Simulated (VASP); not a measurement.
Write the native input for VASP 6.6.1 that does the following.

```yaml
Task: single point
Functional: r2SCAN
Potentials_or_basis: VASP PAW PBE potentials, release 64 (Mg, O)
Cutoff: 520 eV
k_mesh: 12 × 12 × 12
Occupations: gaussian, width 0.05 eV
Spin: no spin polarisation
Dipole_correction: no
Further_INCAR_settings: ALGO = Normal; EDIFF = 1e-06; NBANDS = 14
```

Crystal: MgO2.

```
Mg O
1.0
     1.68500    0.97283    3.40663
    -1.68500    0.97283    3.40663
     0.00000   -1.94567    3.40663
Mg O
1 2
Direct
  0.00000 0.00000 0.00000
  0.42879 0.42879 0.42879
  0.57121 0.57121 0.57121
```

This cell differs from its parent crystal: strain +0.050 along x and y, -0.025 along z.

One way to write it, as run:

POSCAR

```
MgO2
1.0
    1.6849990668      0.9728346648      3.4066294030
   -1.6849990668      0.9728346648      3.4066294030
    0.0000000000     -1.9456693296      3.4066294030
Mg O
1 2
Direct
    0.0000000000      0.0000000000      0.0000000000
    0.4287860000      0.4287860000      0.4287860000
    0.5712140000      0.5712140000      0.5712140000
```

INCAR.step1

```
SYSTEM = MgO2
PREC     = Accurate       ! precision mode
ENCUT    = 520            ! plane-wave cutoff, eV
ISMEAR   = 0              ! smearing method
SIGMA    = 0.05           ! smearing width, eV
LREAL    = .False.        ! projectors in reciprocal space
LASPH    = .True.         ! aspherical terms in the spheres
NELM     = 80             ! most SCF steps
NBANDS   = 14             ! bands
GGA      = PE             ! functional
ALGO     = Normal         ! electronic algorithm
EDIFF    = 1E-4           ! SCF threshold, eV
LWAVE    = .True.         ! write WAVECAR
LCHARG   = .False.        ! write CHGCAR
```

INCAR.step2

```
SYSTEM = MgO2
PREC     = Accurate       ! precision mode
ENCUT    = 520            ! plane-wave cutoff, eV
EDIFF    = 1E-6           ! SCF threshold, eV
ISMEAR   = 0              ! smearing method
SIGMA    = 0.05           ! smearing width, eV
LREAL    = .False.        ! projectors in reciprocal space
LASPH    = .True.         ! aspherical terms in the spheres
NELM     = 80             ! most SCF steps
ALGO     = Normal         ! electronic algorithm
ISIF     = 2              ! what is computed and relaxed
LWAVE    = .False.        ! write WAVECAR
LCHARG   = .False.        ! write CHGCAR
METAGGA  = R2SCAN         ! meta-GGA
LMIXTAU  = .True.       
NBANDS   = 14             ! bands
ISTART   = 1
```

KPOINTS

```
regular mesh
0
Gamma
  12 12 12
  0 0 0
```

Potentials or basis: VASP PAW PBE potentials, release 64 (Mg, O).

Launch:

```bash
$ cat potpaw_PBE.64/Mg/POTCAR potpaw_PBE.64/O/POTCAR > POTCAR
$ cp INCAR.step1 INCAR
$ mpirun -np 1 vasp_std > vasp.out
$ cp INCAR.step2 INCAR
$ mpirun -np 1 vasp_std > vasp.out
```

It gave:

```
Pressure               : -9.2 GPa
Largest force          : 1.417 eV/Å
Band gap on the k mesh : 3.37 eV (least direct gap 3.47 eV)
```

Caveat: the cell differs from its parent crystal (strain +0.050 along x and y, -0.025 along z); the cell stands under tension; the PAW data sets were made with another functional, which shifts forces and pressure a little.

It took 9.3 min on 1 thread of Intel Xeon 8259CL, with other jobs on the host, peak memory 0.23 GiB.
